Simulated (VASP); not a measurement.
Input of a VASP 6.6.1 run:

POSCAR

```
Nb
1.0
    0.0000000000      2.2207500000      2.1678750000
    2.2207500000      0.0000000000      2.1678750000
    2.2207500000      2.2207500000      0.0000000000
Nb
1
Direct
    0.0000000000      0.0000000000      0.0000000000
```

Contents of INCAR.step1:

```
PREC = Accurate
ENCUT = 520
ISMEAR = 0
SIGMA = 0.15
LREAL = False
LASPH = True
NELM = 60
NBANDS = 12
GGA = PE
ALGO = Normal
EDIFF = 1E-4
LWAVE = True
LCHARG = False
```

The input INCAR.step2:

```
PREC = Accurate
ENCUT = 520
EDIFF = 1E-6
ISMEAR = 0
SIGMA = 0.15
LREAL = False
LASPH = True
NELM = 60
ALGO = Normal
ISIF = 2
LWAVE = False
LCHARG = False
METAGGA = R2SCAN
LMIXTAU = True
NBANDS = 12
ISTART = 1
```

Contents of KPOINTS:

```
Automatic mesh
0
Gamma
  20 20 20
```

Potentials or basis: VASP PAW PBE potentials, release 64 (Nb_sv).

Command:

```console
$ cat potpaw_PBE.64/Nb_sv/POTCAR > POTCAR
$ cp INCAR.step1 INCAR
$ mpirun -np 1 vasp_std > vasp.out
$ cp INCAR.step2 INCAR
$ mpirun -np 1 vasp_std > vasp.out
```

Predict the pressure.

-18.0 GPa.

Stress tensor (GPa, compression positive):
```
-16.66   0.00   0.00
  0.00 -16.66   0.00
  0.00   0.00 -20.66
```

Caveat: the cell differs from its parent crystal (strain +0.050 along x and y, +0.025 along z); the PAW data sets were made with another functional, which shifts forces and pressure a little.
